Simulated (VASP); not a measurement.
# Ir (Fd-3m) in VASP: notebook

Ir is run at these levels: r2SCAN; tasks: single point.

All numbers are computed with VASP 6.6.1; they aren't measurements. Logs are shortened: lines on timing, memory, paths and dates and some standing lists are left out, and cuts for length are marked.

### Step 1. The cell of the first run

The structure is cubic, space group Fd-3m (No. 227). The conventional cell has a = 5.451 Å, b = 5.451 Å, c = 5.451 Å, α = 90.00°, β = 90.00°, γ = 90.00°. Within 3.1 Å of Ir (site symmetry -43m) lie 4 Ir at 2.36 Å.

### Step 2. Single point, r2SCAN, collinear spin, ferromagnetic start (volume scaled by 0.96)

Contents of POSCAR:

```
Ir
1.0
    0.0000000000      2.7257311288      2.7257311288
    2.7257311288      0.0000000000      2.7257311288
    2.7257311288      2.7257311288      0.0000000000
Ir
2
Direct
    0.1250000000      0.1250000000      0.1250000000
    0.8750000000      0.8750000000      0.8750000000
```

Contents of INCAR.step1:

```
ALGO     = Normal         # electronic algorithm
EDIFF    = 1E-4           # SCF threshold, eV
ENCUT    = 520            # plane-wave cutoff, eV
GGA      = PE             # functional
ISMEAR   = -1             # smearing method
ISPIN    = 2              # spin polarisation
LASPH    = T              # aspherical terms in the spheres
LCHARG   = F              # write CHGCAR
LMAXMIX  = 4              # l up to which the mixer works
LREAL    = F              # projectors in reciprocal space
LWAVE    = T              # write WAVECAR
MAGMOM   = 1 1            # initial moments
NBANDS   = 20             # bands
NELM     = 150            # most SCF steps
PREC     = Accurate       # precision mode
SIGMA    = 0.05           # smearing width, eV
```

Contents of INCAR.step2:

```
ALGO     = Normal         # electronic algorithm
EDIFF    = 1E-7           # SCF threshold, eV
ENCUT    = 520            # plane-wave cutoff, eV
ISIF     = 2              # what is computed and relaxed
ISMEAR   = -1             # smearing method
ISPIN    = 2              # spin polarisation
ISTART   = 1            
LASPH    = T              # aspherical terms in the spheres
LCHARG   = T              # write CHGCAR
LELF     = T              # ELF
LMAXMIX  = 4              # l up to which the mixer works
LMIXTAU  = T            
LORBIT   = 11             # projections on sites
LREAL    = F              # projectors in reciprocal space
LVHAR    = T            
LWAVE    = F              # write WAVECAR
MAGMOM   = 1 1            # initial moments
METAGGA  = R2SCAN         # meta-GGA
NBANDS   = 20             # bands
NELM     = 150            # most SCF steps
PREC     = Accurate       # precision mode
SIGMA    = 0.05           # smearing width, eV
```

Contents of KPOINTS:

```
k-points
0
Gamma
  16 16 16
```

Potentials or basis: VASP PAW PBE potentials, release 64 (Ir).

On the command line:

```sh
$ cat potpaw_PBE.64/Ir/POTCAR > POTCAR
$ cp INCAR.step1 INCAR
$ mpirun -np 1 vasp_std > vasp.out
$ cp INCAR.step2 INCAR
$ mpirun -np 1 vasp_std > vasp.out
```

OUTCAR:

```text
EDIFF = 1E-7
   ENCUT = 520
   ISIF = 2
   ISMEAR = -1
   ISPIN = 2
   ISTART = 1
   LASPH = T
   LORBIT = 11
   LREAL = F
   METAGGA = R2SCAN
   NELM = 150
   PREC = Accurate

 ion  position               nearest neighbor table
   1  0.125  0.125  0.125-   2 2.36   2 2.36   2 2.36   2 2.36
   2  0.875  0.875  0.875-   1 2.36   1 2.36   1 2.36   1 2.36

  LATTYP: Found a face centered cubic cell.
 ALAT       =     5.4514622576

  Lattice vectors:

 A1 = (   0.0000000000,   2.7257311288,   2.7257311288)
 A2 = (   2.7257311288,   0.0000000000,   2.7257311288)
 A3 = (   2.7257311288,   2.7257311288,   0.0000000000)

Analysis of symmetry for initial positions (statically):
=====================================================================
 Subroutine PRICEL returns:
 Original cell was already a primitive cell.

 Routine SETGRP: Setting up the symmetry group for a
 face centered cubic supercell.

 Subroutine GETGRP returns: Found 48 space group operations
 (whereof 12 operations were pure point group operations)
 out of a pool of 48 trial point group operations.

The static configuration has the point symmetry D_3d.
 The point group associated with its full space group is O_h .

Analysis of symmetry for dynamics (positions and initial velocities):
=====================================================================
 Subroutine PRICEL returns:
 Original cell was already a primitive cell.

 Routine SETGRP: Setting up the symmetry group for a
 face centered cubic supercell.

 Subroutine GETGRP returns: Found 48 space group operations
 (whereof 12 operations were pure point group operations)
 out of a pool of 48 trial point group operations.

The dynamic configuration has the point symmetry D_3d.
 The point group associated with its full space group is O_h .

Analysis of structural, dynamic, and magnetic symmetry:
=====================================================================
 Subroutine PRICEL returns:
 Original cell was already a primitive cell.

 Routine SETGRP: Setting up the symmetry group for a
 face centered cubic supercell.

 Subroutine GETGRP returns: Found 48 space group operations
 (whereof 12 operations were pure point group operations)
 out of a pool of 48 trial point group operations.

The overall configuration has the point symmetry D_3d.
 The point group associated with its full space group is O_h .

 Subroutine INISYM returns: Found 48 space group operations
[... 111 lines left out ...]
   EFERMI =   0.00;   METHOD = LEGACY
   ISMEAR =    -1;   SIGMA  =   0.05  broadening in eV -4-tet -1-fermi 0-gaus
   EFERMI_NEDOS =   21; number of points for ismear=-14 and -15
   IALGO  =     38    algorithm
   IMIX   =      4    mixing-type and parameters
     AMIX     =   0.40;   BMIX     =  1.00
     AMIX_MAG =   1.60;   BMIX_MAG =  1.00
  volume/ion in A,a.u.               =      20.25       136.66
  Fermi-wavevector in a.u.,A,eV,Ry     =   1.249317  2.360867 21.235878  1.560793
  Thomas-Fermi vector in A             =   2.383363
   LORBIT       =     11    0 simple, 1 ext, 2 COOP (PROOUT), +10 PAW based schemes
   METAGGA = R2SCAN    functional components
   LHFCALC =     F    Hartree Fock is set to
   AEXX    =    0.0000 exact exchange contribution
   IVDW    =     0    specifies the selected vdW correction
   LEPSILON=     F    determine dielectric tensor
   LRPA    =     F    only Hartree local field effects (RPA)
 spin polarized calculation
  energy-cutoff  :      520.00
  volume of cell :       40.50
 maximum number of plane-waves:      1106
 NGX is ok and might be reduce to    30
   NGX = 15   NGY = 15   NGZ = 15

 number of electron      18.0000000 magnetization       0.0000042

 number of electron      18.0000000 magnetization      -0.0000028

 Free energy of the ion-electron system (eV)
  ---------------------------------------------------
  ext. energy  EPLUGINS =         0.00000000
  ---------------------------------------------------
  free energy    TOTEN  =      -102.70250591 eV

  energy without entropy =     -102.68834042  energy(sigma->0) =     -102.69542316

 E-fermi :   5.8361     XC(G=0): -12.3997

 val. band max:        5.8348433208   @ k =   0.3125   0.1875   0.0625
 cond. band min:       5.8398693024   @ k =   0.4375   0.1875   0.0000
 fundamental gap:      0.0050259816
 Fermi energy:         5.8361181921

 spin component 1

 k-point     1 :       0.0000    0.0000    0.0000
  band No.  band energies     occupation
      1      -2.9275      1.00000
      2       0.0290      1.00000
      3       0.0290      1.00000
      4       0.5782      1.00000
      5       0.5782      1.00000
      6       0.5782      1.00000
[... 541 lines left out ...]
     19      20.2605      0.00000
     20      20.9195      0.00000

 [... further k-points ...]

 spin component 2

 k-point     1 :       0.0000    0.0000    0.0000
  band No.  band energies     occupation
      1      -2.9275      1.00000
      2       0.0290      1.00000
      3       0.0290      1.00000
      4       0.5782      1.00000
      5       0.5782      1.00000
      6       0.5782      1.00000
[... 541 lines left out ...]
     19      20.2605      0.00000
     20      20.9195      0.00000

 [... further k-points ...]
[... 5 lines left out ...]
  --------------------------------------------------------------------------------------
  -------------------------------------------------------------------------------------
  Total        2.3364861      2.3364861      2.3364861      0.0000000      0.0000000     -0.0000000
  in kB       92.4261236     92.4261236     92.4261236      0.0000000      0.0000000     -0.0000000
  external PRESSURE =      92.4261236 kB  Pullay stress =       0.0000000 kB

 VOLUME and BASIS-vectors are now :
 -----------------------------------------------------------------------------
  energy-cutoff  :      520.00
  volume of cell :       40.50
      direct lattice vectors                 reciprocal lattice vectors
     0.000000000  2.725731129  2.725731129    -0.183437022  0.183437022  0.183437022
     2.725731129  0.000000000  2.725731129     0.183437022 -0.183437022  0.183437022
     2.725731129  2.725731129  0.000000000     0.183437022  0.183437022 -0.183437022

 POSITION                                       TOTAL-FORCE (eV/Angst)
 -----------------------------------------------------------------------------------
      0.68143      0.68143      0.68143         0.000000      0.000000      0.000000
      4.77003      4.77003      4.77003        -0.000000     -0.000000     -0.000000
 -----------------------------------------------------------------------------------
    total drift:                               -0.000000      0.000000      0.000000

  FREE ENERGIE OF THE ION-ELECTRON SYSTEM (eV)
  ---------------------------------------------------
  free  energy   TOTEN  =      -102.7025059062 eV

  energy  without entropy=     -102.6883404151  energy(sigma->0) =     -102.69542316

 total charge

# of ion       s       p       d       tot
------------------------------------------
    1        0.825   0.637   7.042   8.505
    2        0.825   0.637   7.042   8.505
--------------------------------------------------
tot          1.650   1.275  14.085  17.010

 magnetization (x)

# of ion       s       p       d       tot
------------------------------------------
    1        0.000   0.000  -0.000   0.000
    2        0.000   0.000  -0.000   0.000
--------------------------------------------------
tot          0.000   0.000  -0.000   0.000
```

OUTCAR.step1:

```text
EDIFF = 1E-4
   ENCUT = 520
   GGA = PE
   ISMEAR = -1
   ISPIN = 2
   LASPH = T
[... 1349 lines left out ...]
 -----------------------------------------------------------------------------------
      0.68143      0.68143      0.68143         0.000000      0.000000      0.000000
      4.77003      4.77003      4.77003        -0.000000     -0.000000     -0.000000
 -----------------------------------------------------------------------------------
    total drift:                               -0.000000      0.000000      0.000000

  FREE ENERGIE OF THE ION-ELECTRON SYSTEM (eV)
  ---------------------------------------------------
  free  energy   TOTEN  =       -15.6155630235 eV

  energy  without entropy=      -15.6003902750  energy(sigma->0) =      -15.60797665
```

OSZICAR.step1:

```text
N       E                     dE             d eps       ncg     rms          rms(c)
DAV:   1     0.137743610776E+03    0.13774E+03   -0.77551E+03 11608   0.852E+02
DAV:   2    -0.119498024342E+02   -0.14969E+03   -0.12915E+03 11772   0.239E+02
DAV:   3    -0.162423681582E+02   -0.42926E+01   -0.42427E+01 14144   0.482E+01
DAV:   4    -0.162932462446E+02   -0.50878E-01   -0.50857E-01 13568   0.460E+00
DAV:   5    -0.162946943409E+02   -0.14481E-02   -0.14481E-02 13880   0.827E-01    0.170E+01
DAV:   6    -0.157469428156E+02    0.54775E+00   -0.95714E-01 15384   0.104E+01    0.707E+00
DAV:   7    -0.156347134070E+02    0.11223E+00   -0.17443E-01 14952   0.356E+00    0.343E+00
DAV:   8    -0.156225032503E+02    0.12210E-01   -0.81266E-03 12928   0.565E-01    0.143E+00
DAV:   9    -0.156153339593E+02    0.71693E-02   -0.52035E-03 13092   0.545E-01    0.121E-01
DAV:  10    -0.156155638256E+02   -0.22987E-03   -0.66092E-04 12536   0.142E-01    0.533E-02
DAV:  11    -0.156155630235E+02    0.80209E-06   -0.18949E-05  7924   0.295E-02
   1 F= -.15615563E+02 E0= -.15607977E+02  d E =-.151727E-01  mag=    -0.0004
```

It took 14 min on 1 thread of Intel Xeon Platinum 8259CL at 2.50GHz (Skylake/Cascade Lake), shared host; peak memory 0.31 GiB.

What came out:

```
Free energy                                           : -102.7025 eV
Pressure                                              : 9.2 GPa
Band gap on the k mesh                                : zero (filled and empty bands overlap)
Net moment                                            : 0.00 μB per cell
Valence electrons inside the program's atomic spheres : Ir 8.51
```

Levels at points of the mesh, in eV from the Fermi level:
Spin up:
```tsv
k point	band 5	band 6	band 7	band 8	band 9	band 10	band 11	band 12	band 13	band 14
(0.00, 0.00, 0.00)	-5.26	-5.26	-1.96	-1.96	-1.96	0.88	0.88	11.79	11.86	13.26
(0.50, 0.00, 0.00)	-5.37	-5.37	-2.19	-1.18	-1.18	0.30	0.30	1.65	9.52	9.52
(0.50, 0.50, 0.00)	-4.06	-4.06	-2.87	-2.87	0.67	0.67	2.21	2.21	3.94	3.94
```
Spin down:
```csv
k point,band 6,band 7,band 8,band 9,band 10,band 11,band 12,band 13
"(0.00, 0.00, 0.00)",-5.26,-1.96,-1.96,-1.96,0.88,0.88,11.79,11.86
"(0.50, 0.00, 0.00)",-5.37,-2.19,-1.18,-1.18,0.30,0.30,1.65,9.52
"(0.50, 0.50, 0.00)",-4.06,-2.87,-2.87,0.67,0.67,2.21,2.21,3.94
```

Caveat: the cell differs from its parent crystal (volume scaled by 0.96); the PAW data sets were made with another functional, which shifts forces and pressure a little; spin-orbit coupling is left out, which moves the levels of the heavy elements.

### Step 3. Single point, r2SCAN, collinear spin, ferromagnetic start

This run uses another cell than the first one, of 21.09 Å³/atom, 1.042 times its volume.

Contents of POSCAR:

```
Ir
1.0
    0.0000000000      2.7630745518      2.7630745518
    2.7630745518      0.0000000000      2.7630745518
    2.7630745518      2.7630745518      0.0000000000
Ir
2
Direct
    0.1250000000      0.1250000000      0.1250000000
    0.8750000000      0.8750000000      0.8750000000
```

Contents of INCAR.step1:

```
PREC = Accurate
ENCUT = 520
ISMEAR = -1
SIGMA = 0.05
LREAL = False
LASPH = True
NELM = 150
ISPIN = 2
MAGMOM = 1 1
LMAXMIX = 4
NBANDS = 20
GGA = PE
ALGO = Normal
EDIFF = 1E-4
LWAVE = True
LCHARG = False
```

Contents of INCAR.step2:

```
PREC = Accurate
ENCUT = 520
EDIFF = 1E-6
ISMEAR = -1
SIGMA = 0.05
LREAL = False
LASPH = True
NELM = 150
ALGO = Normal
ISIF = 2
LWAVE = False
LCHARG = False
ISPIN = 2
MAGMOM = 1 1
LORBIT = 11
LMAXMIX = 4
METAGGA = R2SCAN
LMIXTAU = True
NBANDS = 20
ISTART = 1
```

Contents of KPOINTS:

```
regular mesh
0
Gamma
  16 16 16
```

Potentials or basis: VASP PAW PBE potentials, release 64 (Ir).

On the command line:

```sh
$ cat potpaw_PBE.64/Ir/POTCAR > POTCAR
$ cp INCAR.step1 INCAR
$ mpirun -np 1 vasp_std > vasp.out
$ cp INCAR.step2 INCAR
$ mpirun -np 1 vasp_std > vasp.out
```

It took 15 min on 1 thread of Intel Xeon Platinum 8259CL at 2.50GHz (Skylake/Cascade Lake), shared host; peak memory 0.32 GiB.

The run converged. Its results:

```yaml
Free_energy: -102.7510 eV
Pressure: 0.3 GPa
Band_gap_on_the_k_mesh: zero (filled and empty bands overlap)
Net_moment: 0.00 μB per cell
Valence_electrons_inside_the_program's_atomic_spheres: Ir 8.39
```

Levels at points of the mesh, in eV from the Fermi level:
Spin up:
```
           k point  band 5  band 6  band 7  band 8  band 9  band 10  band 11  band 12  band 13  band 14
(0.00, 0.00, 0.00)   -5.02   -5.02   -1.86   -1.86   -1.86     0.79     0.79    11.59    11.70    13.10
(0.50, 0.00, 0.00)   -5.07   -5.07   -2.03   -1.14   -1.14     0.27     0.27     1.57     9.22     9.22
(0.50, 0.50, 0.00)   -3.92   -3.92   -2.71   -2.71    0.62     0.62     2.11     2.11     3.91     3.91
```
Spin down:
| k point | band 7 | band 8 | band 9 | band 10 | band 11 | band 12 |
| --- | --- | --- | --- | --- | --- | --- |
| (0.00, 0.00, 0.00) | -1.86 | -1.86 | -1.86 | 0.79 | 0.79 | 11.59 |
| (0.50, 0.00, 0.00) | -2.03 | -1.14 | -1.14 | 0.27 | 0.27 | 1.57 |
| (0.50, 0.50, 0.00) | -2.71 | -2.71 | 0.62 | 0.62 | 2.11 | 2.11 |

Caveat: the PAW data sets were made with another functional, which shifts forces and pressure a little; spin-orbit coupling is left out, which moves the levels of the heavy elements.
